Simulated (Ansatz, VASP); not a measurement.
# Sb: VASP beside Ansatz

The input INCAR:

```
  PREC = Accurate
  ENCUT = 520
  EDIFF = 1E-7
  ISMEAR = 0
  SIGMA = 0.1
  LREAL = F
  LASPH = T
  NELM = 60
  ALGO = Normal
  ISIF = 2
  LWAVE = F
  LCHARG = T
  GGA = PE
  LELF = T
  LVHAR = T
  NBANDS = 8
```

The input KPOINTS:

```
Automatic mesh
0
Gamma
  14 14 14
```

Contents of POSCAR:

```
Sb
1.0
    3.0141989828      0.0000000000      0.0000000000
    0.0000000000      3.0141989828      0.0000000000
    0.0000000000      0.0000000000      3.0141989828
Sb
1
Direct
    0.0000000000      0.0000000000      0.0000000000
```

Input for Ansatz:

```yaml
crystal:
  lattice:
    - [3.0141989828, 0.0, 0.0]
    - [0.0, 3.0141989828, 0.0]
    - [0.0, 0.0, 3.0141989828]
  atoms:
    - { symbol: Sb, position: [0.0, 0.0, 0.0] }
basis:
  ecutwfc: 420
kpoints:
  mp_grid: { grid: [14, 14, 14] }
hamiltonian:
  xc: pbe
scf:
  occupations: { method: gaussian, width: 0.1 }
output:
  forces: true
  stress: true
  eigenvalues: true
```

Alike in both runs: task single point; functional PBE; k mesh 14 × 14 × 14; occupations gaussian, width 0.1 eV; no spin polarisation.

|  | VASP | Ansatz |
| --- | --- | --- |
| version | VASP 6.6.1 | Ansatz 0.2.0 |
| potentials or method | VASP PAW PBE potentials, release 64 (Sb), cutoff 520 eV | scalar-relativistic, plane waves, PAW |
| valence electrons in the cell | 5 | 15 |

```tsv
	VASP	Ansatz	Ansatz less VASP
gap on the k mesh at the Fermi level (eV)	none	none	-
pressure (GPa)	6.3	6.2	-0.04
```

A gap of «none» marks a metal or a gap that the smearing closes. VASP's potentials hold 5 valence electrons a cell and Ansatz's 15, so a difference there can come from the potentials and not from the codes.

Neither program's run includes spin-orbit coupling.
